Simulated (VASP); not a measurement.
# Cu (I4/mmm) in VASP: further runs, part 2 of 2

VASP 6.6.1.

### 4 Single point, RPBE

File INCAR:

```
PREC = Accurate ; ENCUT = 600
EDIFF = 1E-6 ; ISMEAR = 1
SIGMA = 0.2 ; LREAL = False
LASPH = True ; NELM = 120
ALGO = Normal ; ISIF = 2
LWAVE = False ; LCHARG = True
GGA = RP ; LELF = True
LVHAR = True ; NBANDS = 12
GGA_COMPAT = False
```

File KPOINTS:

```
Automatic mesh
0
Gamma
  11 11 11
```

File POSCAR:

```
Cu
1.0
   -1.4427900000      1.4427900000      1.3760800000
    1.4427900000     -1.4427900000      1.3760800000
    1.4427900000      1.4427900000     -1.3760800000
Cu
1
Direct
    0.0000000000      0.0000000000      0.0000000000
```

Potentials or basis: VASP PAW PBE potentials, release 64 (Cu).

On the command line:

```console
> cat potpaw_PBE.64/Cu/POTCAR > POTCAR
> mpirun -np 1 vasp_std > vasp.out
```

OUTCAR:

```text
PREC = Accurate
   ENCUT = 600
   EDIFF = 1E-6
   ISMEAR = 1
   LREAL = False
   LASPH = True
   NELM = 120
   ISIF = 2
   GGA = RP

 ion  position               nearest neighbor table
   1  0.000  0.000  0.000-

  LATTYP: Found a body centered tetragonal cell.
 ALAT       =     2.8855800000
 C/A-ratio  =     0.9537631949

  Lattice vectors:

 A1 = (  -1.4427900000,   1.4427900000,   1.3760800000)
 A2 = (   1.4427900000,  -1.4427900000,   1.3760800000)
 A3 = (   1.4427900000,   1.4427900000,  -1.3760800000)

Analysis of symmetry for initial positions (statically):
=====================================================================
 Subroutine PRICEL returns:
 Original cell was already a primitive cell.

 Routine SETGRP: Setting up the symmetry group for a
 body centered tetragonal supercell.

 Subroutine GETGRP returns: Found 16 space group operations
 (whereof 16 operations were pure point group operations)
 out of a pool of 16 trial point group operations.

The static configuration has the point symmetry D_4h.

Analysis of symmetry for dynamics (positions and initial velocities):
=====================================================================
 Subroutine PRICEL returns:
 Original cell was already a primitive cell.

 Routine SETGRP: Setting up the symmetry group for a
 body centered tetragonal supercell.

 Subroutine GETGRP returns: Found 16 space group operations
 (whereof 16 operations were pure point group operations)
 out of a pool of 16 trial point group operations.

The dynamic configuration has the point symmetry D_4h.

 Subroutine INISYM returns: Found 16 space group operations
 (whereof 16 operations are pure point group operations),
 and found     1 'primitive' translations

----------------------------------------------------------------------------------------

                                     Primitive cell

  volume of cell :      11.4580

  direct lattice vectors                    reciprocal lattice vectors
    -1.442790000  1.442790000  1.376080000     0.000000000  0.346550780  0.363350968
[... 112 lines left out ...]
   IVDW    =     0    specifies the selected vdW correction
   LEPSILON=     F    determine dielectric tensor
   LRPA    =     F    only Hartree local field effects (RPA)
 non-spin polarized calculation
 Methfessel and Paxton  Order N= 1 SIGMA  =   0.20
  energy-cutoff  :      600.00
  volume of cell :       11.46
 maximum number of plane-waves:       398
   NGX =  9   NGY =  9   NGZ =  9

 number of electron      11.0000000 magnetization

 Free energy of the ion-electron system (eV)
  ---------------------------------------------------
  ext. energy  EPLUGINS =         0.00000000
  ---------------------------------------------------
  free energy    TOTEN  =        -3.18875790 eV

  energy without entropy =       -3.18807296  energy(sigma->0) =       -3.18852958

 E-fermi :   8.0825     XC(G=0): -12.7665

 val. band max:        8.0589711452   @ k =  -0.2727   0.4545   0.0909
 cond. band min:       8.1757277161   @ k =  -0.0909  -0.4545   0.0909
 fundamental gap:      0.1167565709
 Fermi energy:         8.0825022658

 k-point     1 :       0.0000    0.0000    0.0000
  band No.  band energies     occupation
      1      -1.4473      2.00000
      2       4.8207      2.00000
      3       5.0112      2.00000
      4       5.0112      2.00000
      5       5.8761      2.00000
      6       6.0878      2.00000
      7      32.9491      0.00000
      8      32.9491      0.00000
      9      34.1901      0.00000
     10      37.0438      0.00000
     11      37.1728      0.00000
     12      37.1728      0.00000
[... 331 lines left out ...]
 k-point    24 :      -0.1818    0.1818    0.0000
  band No.  band energies     occupation
      1      -0.2239      2.00000
      2       4.8098      2.00000
      3       4.8157      2.00000
      4       5.4681      2.00000
      5       5.7187      2.00000
      6       6.0689      2.00000
      7      24.8547      0.00000
      8      30.8433      0.00000
      9      32.4346      0.00000
     10      32.4452      0.00000
     11      34.3988      0.00000
     12      35.6190      0.00000

 [... further k-points ...]

------------------------ aborting loop because EDIFF is reached ----------------------------------------

  FORCE on cell =-STRESS in cart. coord.  units (eV):
  Direction    XX          YY          ZZ          XY          YZ          ZX
  --------------------------------------------------------------------------------------
  -------------------------------------------------------------------------------------
  Total        0.9679035      0.9679035      0.9226065      0.0000000      0.0000000      0.0000000
  in kB      135.3420402    135.3420402    129.0081603      0.0000000      0.0000000      0.0000000
  external PRESSURE =     133.2307469 kB  Pullay stress =       0.0000000 kB

 VOLUME and BASIS-vectors are now :
 -----------------------------------------------------------------------------
  energy-cutoff  :      600.00
  volume of cell :       11.46
      direct lattice vectors                 reciprocal lattice vectors
    -1.442790000  1.442790000  1.376080000     0.000000000  0.346550780  0.363350968
     1.442790000 -1.442790000  1.376080000     0.346550780  0.000000000  0.363350968
     1.442790000  1.442790000 -1.376080000     0.346550780  0.346550780  0.000000000

 POSITION                                       TOTAL-FORCE (eV/Angst)
 -----------------------------------------------------------------------------------
      0.00000      0.00000      0.00000         0.000000      0.000000     -0.000000
 -----------------------------------------------------------------------------------
    total drift:                                0.000000     -0.000000      0.000000

  FREE ENERGIE OF THE ION-ELECTRON SYSTEM (eV)
  ---------------------------------------------------
  free  energy   TOTEN  =        -3.1887578964 eV

  energy  without entropy=       -3.1880729578  energy(sigma->0) =       -3.18852958
```

It took 21 s on 1 thread of Intel Xeon 8259CL, shared host; peak memory 0.14 GiB.

Results:

- Free energy: -3.1888 eV
- Pressure: 13.3 GPa

Stress tensor (GPa, compression positive):
```
13.53  0.00  0.00
 0.00 13.53  0.00
 0.00  0.00 12.90
```

Levels at points of the mesh, in eV from the Fermi level:
| k point | band 4 | band 5 | band 6 | band 7 | band 8 | band 9 |
| --- | --- | --- | --- | --- | --- | --- |
| (0.00, 0.00, 0.00) | -3.07 | -2.21 | -1.99 | 24.87 | 24.87 | 26.11 |

Caveat: the PAW data sets were made with another functional, which shifts forces and pressure a little.

### 5 Single point, RPBE

File INCAR:

```
PREC = Accurate
ENCUT = 600
EDIFF = 1E-6
ISMEAR = 1
SIGMA = 0.2
LREAL = False
LASPH = True
NELM = 120
ALGO = Normal
ISIF = 2
LWAVE = False
LCHARG = True
GGA = RP
LELF = True
LVHAR = True
NBANDS = 12
GGA_COMPAT = False
```

File KPOINTS:

```
regular mesh
0
Gamma
  14 14 14
```

POSCAR is that of step 4.

On the command line:

```console
> cat potpaw_PBE.64/Cu/POTCAR > POTCAR
> mpirun -np 1 vasp_std > vasp.out
```

Run time: 43 s. Hardware: 1 thread of Intel Xeon 8259CL, shared host; peak memory 0.15 GiB.

Results (log left out):

- Free energy: -3.1754 eV
- Pressure: 13.1 GPa

Stress tensor (GPa, compression positive):
```
13.23  0.00  0.00
 0.00 13.23  0.00
 0.00  0.00 12.75
```

Levels at points of the mesh, in eV from the Fermi level:
```csv
k point,band 2,band 3,band 4,band 5,band 6,band 7,band 8,band 9,band 10,band 11
"(0.00, 0.00, 0.00)",-3.34,-3.15,-3.15,-2.29,-2.08,24.81,24.81,26.05,28.90,29.03
"(0.50, 0.00, 0.00)",-4.04,-2.20,-1.98,-1.40,-0.56,4.70,17.33,17.54,21.32,24.43
"(0.50, 0.50, 0.00)",-3.80,-2.35,-2.11,-1.43,-0.93,4.18,18.57,18.97,22.49,25.53
"(0.50, 0.50, 0.50)",-4.81,-1.60,-1.60,-1.55,7.75,7.75,9.60,13.28,13.94,16.86
```

Caveat: the PAW data sets were made with another functional, which shifts forces and pressure a little.

### 6 The runs side by side

| k mesh | gap on the mesh (eV) | pressure (GPa) |
| --- | --- | --- |
| 7 × 7 × 7 | none | 13.5 |
| 9 × 9 × 9 | none | 13.4 |
| 11 × 11 × 11 | none | 13.3 |
| 14 × 14 × 14 | none | 13.1 |

Alike in all rows: task single point; level RPBE; potentials or basis VASP PAW PBE potentials, release 64 (Cu); no spin polarisation; cell as given; cutoff (eV) 600; smearing methfessel-paxton 0.2 eV.

Caveats: some runs use coarse meshes; the PAW data sets were made with another functional, which shifts forces and pressure a little.

Total energies depend on the potentials used, so only differences within one code and one set of settings carry meaning.
